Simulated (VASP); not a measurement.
# BaTe (Fm-3m) in VASP: a series of runs

Aim: see how the results for BaTe move with the level of theory and the settings. Levels: PBE-based screened hybrid with 25 % exact exchange, PBE-based global hybrid with 40 % exact exchange. Tasks: single point.

Program: VASP 6.6.1. These are calculated values, not measurements. Logs are shortened: lines on timing, memory, paths and dates and some standing lists are left out, and cuts for length are marked.

### Step 1. The cell of the first run

The structure is cubic, space group Fm-3m (No. 225). The conventional cell has a = 6.820 Å, b = 6.820 Å, c = 6.820 Å, α = 90.00°, β = 90.00°, γ = 90.00°. Ba (site symmetry m-3m) has 6 Te at 3.41 Å within 4.5 Å. Within 4.5 Å of Te (site symmetry m-3m) lie 6 Ba at 3.41 Å.

### Step 2. Single point, PBE-based screened hybrid with 25 % exact exchange

POSCAR reads:

```
BaTe
1.0
    0.0000000000      3.4099993980      3.4099993980
    3.4099993980      0.0000000000      3.4099993980
    3.4099993980      3.4099993980      0.0000000000
Ba Te
1 1
Direct
    0.5000000000      0.5000000000      0.5000000000
    0.0000000000      0.0000000000      0.0000000000
```

INCAR.step1 reads:

```
SYSTEM = BaTe
ALGO = Normal
EDIFF = 1E-5
ENCUT = 520
GGA = PE
ISIF = 2
ISMEAR = 0
LASPH = .True.
LCHARG = .False.
LREAL = .False.
LWAVE = .True.
NBANDS = 15
NELM = 60
PREC = Accurate
SIGMA = 0.05
```

INCAR.step2 reads:

```
SYSTEM = BaTe
AEXX = 0.25
ALGO = Normal
EDIFF = 1E-6
ENCUT = 520
GGA = PE
HFSCREEN = 0.1
ISIF = 2
ISMEAR = 0
ISTART = 1
LASPH = .True.
LCHARG = .False.
LHFCALC = .True.
LREAL = .False.
LWAVE = .False.
NBANDS = 15
NELM = 60
PREC = Accurate
PRECFOCK = Normal
SIGMA = 0.05
```

KPOINTS reads:

```
k-points
0
Gamma
  4 4 4
  0 0 0
```

Potentials or basis: VASP PAW PBE potentials, release 64 (Ba_sv, Te).

Started as:

```console
$ cat potpaw_PBE.64/Ba_sv/POTCAR potpaw_PBE.64/Te/POTCAR > POTCAR
$ cp INCAR.step1 INCAR
$ mpirun -np 1 vasp_std > vasp.out
$ cp INCAR.step2 INCAR
$ mpirun -np 1 vasp_std > vasp.out
```

OUTCAR:

```text
SYSTEM = BaTe
   AEXX = 0.25
   EDIFF = 1E-6
   ENCUT = 520
   GGA = PE
   HFSCREEN = 0.1
   ISIF = 2
   ISMEAR = 0
   ISTART = 1
   LASPH = .True.
   LHFCALC = .True.
   LREAL = .False.
   NELM = 60
   PREC = Accurate
   PRECFOCK = Normal

 ion  position               nearest neighbor table
   1  0.500  0.500  0.500-   2 3.41   2 3.41   2 3.41   2 3.41   2 3.41   2 3.41
   2  0.000  0.000  0.000-   1 3.41   1 3.41   1 3.41   1 3.41   1 3.41   1 3.41

  LATTYP: Found a face centered cubic cell.
 ALAT       =     6.8199987960

  Lattice vectors:

 A1 = (   0.0000000000,   3.4099993980,   3.4099993980)
 A2 = (   3.4099993980,   0.0000000000,   3.4099993980)
 A3 = (   3.4099993980,   3.4099993980,   0.0000000000)

Analysis of symmetry for initial positions (statically):
=====================================================================
 Subroutine PRICEL returns:
 Original cell was already a primitive cell.

 Routine SETGRP: Setting up the symmetry group for a
 face centered cubic supercell.

 Subroutine GETGRP returns: Found 48 space group operations
 (whereof 48 operations were pure point group operations)
 out of a pool of 48 trial point group operations.

The static configuration has the point symmetry O_h .

Analysis of symmetry for dynamics (positions and initial velocities):
=====================================================================
 Subroutine PRICEL returns:
 Original cell was already a primitive cell.

 Routine SETGRP: Setting up the symmetry group for a
 face centered cubic supercell.

 Subroutine GETGRP returns: Found 48 space group operations
 (whereof 48 operations were pure point group operations)
 out of a pool of 48 trial point group operations.

The dynamic configuration has the point symmetry O_h .

 Subroutine INISYM returns: Found 48 space group operations
 (whereof 48 operations are pure point group operations),
 and found     1 'primitive' translations

----------------------------------------------------------------------------------------

                                     Primitive cell

  volume of cell :      79.3036

  direct lattice vectors                    reciprocal lattice vectors
     0.000000000  3.409999398  3.409999398    -0.146627592  0.146627592  0.146627592
     3.409999398  0.000000000  3.409999398     0.146627592 -0.146627592  0.146627592
     3.409999398  3.409999398  0.000000000     0.146627592  0.146627592 -0.146627592

  length of vectors
     4.822467396  4.822467396  4.822467396     0.253966439  0.253966439  0.253966439

  position of ions in fractional coordinates (direct lattice)
     0.500000000  0.500000000  0.500000000
     0.000000000  0.000000000  0.000000000

  ion indices of the primitive-cell ions
   primitive index   ion index
                 1           1
                 2           2

----------------------------------------------------------------------------------------

 KPOINTS: k-points

Automatic generation of k-mesh.
 Grid dimensions read from file:
 generate k-points for:    4    4    4

 Generating k-lattice:

  Cartesian coordinates                     Fractional coordinates (reciprocal lattice)
    -0.036656898  0.036656898  0.036656898     0.250000000  0.000000000  0.000000000
     0.036656898 -0.036656898  0.036656898     0.000000000  0.250000000  0.000000000
     0.036656898  0.036656898 -0.036656898     0.000000000  0.000000000  0.250000000

  Length of vectors
     0.063491610  0.063491610  0.063491610

  Shift w.r.t. Gamma in fractional coordinates (k-lattice)
     0.000000000  0.000000000  0.000000000

 Subroutine IBZKPT returns following result:
 ===========================================

 Found      8 irreducible k-points:

 Following reciprocal coordinates:
            Coordinates               Weight
  0.000000  0.000000  0.000000      1.000000
  0.250000  0.000000  0.000000      8.000000
  0.500000  0.000000  0.000000      4.000000
  0.250000  0.250000  0.000000      6.000000
  0.500000  0.250000  0.000000     24.000000
 -0.250000  0.250000  0.000000     12.000000
  0.500000  0.500000  0.000000      3.000000
 -0.250000  0.500000  0.250000      6.000000
   k-points           NKPTS =      8   k-points in BZ     NKDIM =     64   number of bands    NBANDS=     15
   number of dos      NEDOS =    301   number of ions     NIONS =      2
   total plane-waves  NPLWV =  46656
   dimension x,y,z NGX =    36 NGY =   36 NGZ =   36
   dimension x,y,z NGXF=    72 NGYF=   72 NGZF=   72
   ions per type =               1   1
   NGX,Y,Z   is equivalent  to a cutoff of  12.41, 12.41, 12.41 a.u.
   NGXF,Y,Z  is equivalent  to a cutoff of  24.82, 24.82, 24.82 a.u.
 SYSTEM =  BaTe
   PREC   = accura    normal or accurate (medium, high low for compatibility)
   ISTART =      1    job   : 0-new  1-cont  2-samecut
   ICHARG =      0    charge: 1-file 2-atom 10-const
   ISPIN  =      1    spin polarized calculation?
   LNONCOLLINEAR =      F non collinear calculations
   LSORBIT =      F    spin-orbit coupling
   LASPH  =      T    aspherical Exc in radial PAW
   ENCUT  =  520.0 eV  38.22 Ry    6.18 a.u.   8.97  8.97  8.97*2*pi/ulx,y,z
   NELM   =     60;   NELMIN=  2; NELMDL=  0     # of ELM steps
   EDIFF  = 0.1E-05   stopping-criterion for ELM
   LREAL  =      F    real-space projection
   EDIFFG = 0.1E-04   stopping-criterion for IOM
   NSW    =      0    number of steps for IOM
   IBRION =     -1    ionic relax: 0-MD 1-quasi-New 2-CG
   NFREE  =      0    steps in history (QN), initial steepest desc. (CG)
   ISIF   =      2    stress and relaxation
   ISYM   =      3    0-nonsym 1-usesym 2-fastsym
   POTIM  = 0.5000    time-step for ionic-motion
   TEBEG  =    0.0;   TEEND  =   0.0 temperature during run
   PSTRESS=    0.0 pullay stress
   NELECT =      16.0000    total number of electrons
   NUPDOWN=      -1.0000    fix difference up-down
   EMIN   =  10.00;   EMAX   =-10.00  energy-range for DOS
   EFERMI =   0.00;   METHOD = LEGACY
   ISMEAR =     0;   SIGMA  =   0.05  broadening in eV -4-tet -1-fermi 0-gaus
   EFERMI_NEDOS =   21; number of points for ismear=-14 and -15
   IALGO  =     38    algorithm
   IMIX   =      1    mixing-type and parameters
     AMIX     =   0.40;   BMIX     =  1.00
     AMIX_MAG =   1.60;   BMIX_MAG =  1.00
  volume/ion in A,a.u.               =      39.65       267.58
  Fermi-wavevector in a.u.,A,eV,Ry     =   0.960175  1.814468 12.543709  0.921937
  Thomas-Fermi vector in A             =   2.089436
   LORBIT       =      0    0 simple, 1 ext, 2 COOP (PROOUT), +10 PAW based schemes
   GGA     = PE    functional components
   LHFCALC =     T    Hartree Fock is set to
   PRECFOCK=normal    Normal, Fast or Accurate (Low or Medium for compatibility)
   ENCUT4O =  -1.0   cutoff for four orbital integrals eV
   NKREDX  =     1    reduce k-point grid by
   NKREDY  =     1    reduce k-point grid by
   NKREDZ  =     1    reduce k-point grid by
   AEXX    =    0.2500 exact exchange contribution
   HFSCREEN=    0.1000 screening length (either q_TF or 0.3 A-1)
   HFSCREENC=   0.1000 screening length for correlation (either q_TF or 0.3 A-1)
   ENCUTFOCK=  -1.0 apply spherical cutoff to Coloumb kernel
   IVDW    =     0    specifies the selected vdW correction
   LEPSILON=     F    determine dielectric tensor
   LRPA    =     F    only Hartree local field effects (RPA)
 non-spin polarized calculation
 Gauss-broadening in eV      SIGMA  =   0.05
  energy-cutoff  :      520.00
  volume of cell :       79.30
 maximum number of plane-waves:      2148
  NGX = 28; NGY = 28; NGZ = 28

 number of electron      16.0000000 magnetization

 Free energy of the ion-electron system (eV)
  ---------------------------------------------------
  ext. energy  EPLUGINS =         0.00000000
  ---------------------------------------------------
  free energy    TOTEN  =        -9.99006332 eV

  energy without entropy =       -9.99006332  energy(sigma->0) =       -9.99006332

 E-fermi :   2.3773     XC(G=0):  -6.9835

 val. band max:        2.1155394239   @ k =   0.0000   0.0000   0.0000
 cond. band min:       4.4504471396   @ k =   0.5000   0.5000   0.0000
 fundamental gap:      2.3349077157
 Fermi energy:         2.3773152341

 k-point     1 :       0.0000    0.0000    0.0000
  band No.  band energies     occupation
      1     -26.6832      2.00000
      2     -10.7869      2.00000
      3     -10.7869      2.00000
      4     -10.7869      2.00000
      5      -8.5400      2.00000
      6       2.1155      2.00000
      7       2.1155      2.00000
      8       2.1155      2.00000
      9       6.1434      0.00000
     10       6.1434      0.00000
     11       6.1434      0.00000
     12       6.3947      0.00000
     13       6.8471      0.00000
     14       6.8471      0.00000
     15      10.2785      0.00000

 k-point     2 :       0.2500    0.0000    0.0000
  band No.  band energies     occupation
      1     -26.6715      2.00000
      2     -11.1933      2.00000
      3     -10.7919      2.00000
      4     -10.7919      2.00000
      5      -7.9243      2.00000
      6       0.5033      2.00000
      7       1.2864      2.00000
      8       1.2864      2.00000
      9       6.3492      0.00000
     10       6.9917      0.00000
     11       6.9917      0.00000
     12       8.5102      0.00000
     13       8.6845      0.00000
     14       8.6845      0.00000
     15      12.0281      0.00000

 k-point     3 :       0.5000    0.0000    0.0000
  band No.  band energies     occupation
      1     -26.6597      2.00000
      2     -11.4933      2.00000
      3     -10.7967      2.00000
      4     -10.7967      2.00000
      5      -7.3791      2.00000
      6      -0.5995      2.00000
      7       0.7073      2.00000
      8       0.7073      2.00000
      9       7.4443      0.00000
     10       8.4078      0.00000
     11       8.5672      0.00000
     12       8.5672      0.00000
     13      10.4880      0.00000
     14      10.4880      0.00000
     15      11.6567      0.00000

 k-point     4 :       0.2500    0.2500    0.0000
  band No.  band energies     occupation
      1     -26.6676      2.00000
      2     -11.1014      2.00000
      3     -10.8514      2.00000
      4     -10.8514      2.00000
      5      -8.0367      2.00000
      6       0.2708      2.00000
      7       1.7549      2.00000
      8       1.7549      2.00000
      9       5.1064      0.00000
     10       7.2861      0.00000
     11       7.3182      0.00000
     12       8.1094      0.00000
     13       8.1094      0.00000
     14      11.1107      0.00000
     15      12.6520      0.00000

 k-point     5 :       0.5000    0.2500    0.0000
  band No.  band energies     occupation
      1     -26.6559      2.00000
      2     -11.2723      2.00000
      3     -10.9209      2.00000
      4     -10.8579      2.00000
      5      -7.8054      2.00000
      6       0.2017      2.00000
      7       0.9086      2.00000
      8       1.1542      2.00000
      9       5.8207      0.00000
     10       8.5844      0.00000
     11       8.9423      0.00000
     12       9.1491      0.00000
     13       9.1683      0.00000
     14      10.1245      0.00000
     15      11.3082      0.00000

 k-point     6 :      -0.2500    0.2500    0.0000
  band No.  band energies     occupation
      1     -26.6598      2.00000
      2     -11.3012      2.00000
      3     -10.9337      2.00000
      4     -10.7987      2.00000
      5      -7.6635      2.00000
      6      -0.1212      2.00000
      7       0.7986      2.00000
      8       1.2036      2.00000
      9       7.1564      0.00000
     10       7.5037      0.00000
     11       7.7883      0.00000
     12       8.3382      0.00000
     13       9.3774      0.00000
     14      11.6068      0.00000
     15      12.3709      0.00000

 k-point     7 :       0.5000    0.5000    0.0000
  band No.  band energies     occupation
      1     -26.6521      2.00000
      2     -11.1166      2.00000
      3     -10.9173      2.00000
      4     -10.9173      2.00000
      5      -8.2664      2.00000
      6       0.7909      2.00000
      7       1.6767      2.00000
      8       1.6767      2.00000
      9       4.4504      0.00000
     10       7.9329      0.00000
     11       8.3064      0.00000
     12       9.4448      0.00000
     13       9.5894      0.00000
     14       9.5894      0.00000
     15      11.6255      0.00000

 k-point     8 :      -0.2500    0.5000    0.2500
  band No.  band energies     occupation
      1     -26.6521      2.00000
      2     -11.0537      2.00000
      3     -11.0169      2.00000
      4     -11.0169      2.00000
      5      -7.9141      2.00000
      6       0.5484      2.00000
      7       1.0104      2.00000
      8       1.0104      2.00000
      9       6.8151      0.00000
     10       6.8151      0.00000
     11       8.4252      0.00000
     12       8.8920      0.00000
     13       9.6081      0.00000
     14      12.1324      0.00000
     15      12.4517      0.00000

------------------------ aborting loop because EDIFF is reached ----------------------------------------

  FORCE on cell =-STRESS in cart. coord.  units (eV):
  Direction    XX          YY          ZZ          XY          YZ          ZX
  --------------------------------------------------------------------------------------
  -------------------------------------------------------------------------------------
  Total        1.9354205      1.9354205      1.9354205      0.0000000      0.0000000      0.0000000
  in kB       39.1014646     39.1014646     39.1014646      0.0000000      0.0000000      0.0000000
  external PRESSURE =      39.1014646 kB  Pullay stress =       0.0000000 kB

 VOLUME and BASIS-vectors are now :
 -----------------------------------------------------------------------------
  energy-cutoff  :      520.00
  volume of cell :       79.30
      direct lattice vectors                 reciprocal lattice vectors
     0.000000000  3.409999398  3.409999398    -0.146627592  0.146627592  0.146627592
     3.409999398  0.000000000  3.409999398     0.146627592 -0.146627592  0.146627592
     3.409999398  3.409999398  0.000000000     0.146627592  0.146627592 -0.146627592

 POSITION                                       TOTAL-FORCE (eV/Angst)
 -----------------------------------------------------------------------------------
      3.41000      3.41000      3.41000        -0.000000     -0.000000     -0.000000
      0.00000      0.00000      0.00000         0.000000      0.000000      0.000000
 -----------------------------------------------------------------------------------
    total drift:                               -0.000000     -0.000000     -0.000000

  FREE ENERGIE OF THE ION-ELECTRON SYSTEM (eV)
  ---------------------------------------------------
  free  energy   TOTEN  =        -9.9900633178 eV

  energy  without entropy=       -9.9900633178  energy(sigma->0) =       -9.99006332
```

Run time: 4.8 min. Hardware: 1 thread of Intel Xeon 6975P-C (Granite Rapids), shared host; peak memory 0.32 GiB.

What came out:

```yaml
Free_energy: -9.9901 eV
Pressure: 3.9 GPa
Band_gap_on_the_k_mesh: 2.33 eV (least direct gap 2.77 eV)
```

Caveat: the cell stands under pressure; the PAW data sets were made with another functional, which shifts forces and pressure a little; spin-orbit coupling is left out, which moves the levels of the heavy elements. A k mesh can miss the band edges.

### Step 3. Single point, PBE-based global hybrid with 40 % exact exchange

POSCAR is that of step 2.

INCAR.step1 reads:

```
PREC = Accurate
ENCUT = 520
EDIFF = 1E-5
ISMEAR = 0
SIGMA = 0.05
LREAL = False
LASPH = True
NELM = 80
ALGO = Normal
ISIF = 2
LWAVE = True
LCHARG = False
NBANDS = 15
GGA = PE
```

INCAR.step2 reads:

```
PREC = Accurate
ENCUT = 520
EDIFF = 1E-7
ISMEAR = 0
SIGMA = 0.05
LREAL = False
LASPH = True
NELM = 80
ALGO = Normal
ISIF = 2
LWAVE = False
LCHARG = False
GGA = PE
LHFCALC = True
AEXX = 0.4
PRECFOCK = Normal
NBANDS = 15
ISTART = 1
```

KPOINTS reads:

```
Automatic mesh
0
Gamma
  4 4 4
```

Potentials or basis: VASP PAW PBE potentials, release 64 (Ba_sv, Te).

Started as:

```console
$ cat potpaw_PBE.64/Ba_sv/POTCAR potpaw_PBE.64/Te/POTCAR > POTCAR
$ cp INCAR.step1 INCAR
$ mpirun -np 1 vasp_std > vasp.out
$ cp INCAR.step2 INCAR
$ mpirun -np 1 vasp_std > vasp.out
```

It took 5.7 min on 1 thread of Intel Xeon 6975P-C (Granite Rapids), shared host; peak memory 0.22 GiB.

Results (log left out):

| Item | Value |
| --- | --- |
| Free energy | -11.4798 eV |
| Pressure | 3.7 GPa |
| Band gap on the k mesh | 3.60 eV (least direct gap 4.07 eV) |

Levels at points of the mesh, in eV from the valence-band top:
| k point | band 5 | band 6 | band 7 | band 8 | band 9 | band 10 | band 11 | band 12 |
| --- | --- | --- | --- | --- | --- | --- | --- | --- |
| (0.00, 0.00, 0.00) | -11.19 | 0.00 | 0.00 | 0.00 | 5.40 | 5.40 | 5.40 | 5.55 |
| (0.50, 0.00, 0.00) | -9.91 | -2.86 | -1.46 | -1.46 | 6.60 | 7.76 | 7.96 | 7.96 |
| (0.50, 0.50, 0.00) | -10.88 | -1.42 | -0.47 | -0.47 | 3.60 | 7.26 | 7.57 | 8.82 |

Caveat: the cell stands under pressure; the PAW data sets were made with another functional, which shifts forces and pressure a little; spin-orbit coupling is left out, which moves the levels of the heavy elements.
